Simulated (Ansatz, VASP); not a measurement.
# BeTe in VASP and in Ansatz

INCAR

```
SYSTEM = BeTe
PREC = Accurate ; ENCUT = 600
EDIFF = 1E-6 ; ISMEAR = 0
SIGMA = 0.01 ; LREAL = .False.
LASPH = .True. ; NELM = 120
ALGO = Normal ; ISIF = 2
LWAVE = .False. ; LCHARG = .True.
GGA = PS ; LELF = .True.
LVHAR = .True. ; NBANDS = 11
GGA_COMPAT = .False.
```

The input KPOINTS:

```
Automatic mesh
0
Gamma
  4 4 4
  0 0 0
```

POSCAR

```
BeTe
1.0
    3.9173720000      0.0000000000      0.0000000000
    1.9586860000      3.3925436681      0.0000000000
    1.9586860000      1.1308478894      3.1985208442
Be Te
1 1
Direct
    0.0000000000      0.0000000000      0.0000000000
    0.2500000000      0.2500000000      0.2500000000
```

Input for Ansatz:

```yaml
crystal:
  lattice:
    a: 3.917372
    b: 3.917372
    c: 3.917372
    alpha: 60.0
    beta: 60.0
    gamma: 60.0
  atoms:
    - { symbol: Be, position: [0.0, 0.0, 0.0] }
    - { symbol: Te, position: [0.25, 0.25, 0.25] }
basis:
  ecutwfc: 450.0
kpoints:
  mp_grid:
    grid: [4, 4, 4]
hamiltonian:
  xc: pbesol
scf:
  occupations:
    method: fixed
output:
  eigenvalues: true
```

Alike in both runs: task single point; functional PBEsol; k mesh 4 × 4 × 4; no spin polarisation.

|  | VASP | Ansatz |
| --- | --- | --- |
| version | VASP 6.6.1 | Ansatz 0.2.0 |
| potentials or method | VASP PAW PBE potentials, release 64 (Be, Te), cutoff 600 eV | plane waves, PAW |
| occupations | gaussian, width 0.01 eV | fixed |
| valence electrons in the cell | 8 | 18 |

|  | VASP | Ansatz | Ansatz less VASP |
| --- | --- | --- | --- |
| gap on the k mesh at the Fermi level (eV) | 1.71 | 1.73 | +0.020 |

VASP's potentials were made for PBE, not for PBEsol. VASP's potentials hold 8 valence electrons a cell and Ansatz's 18, so a difference there can come from the potentials and not from the codes.

The k mesh is coarse, so the values compare programs but aren't converged. Spin-orbit coupling is off throughout.
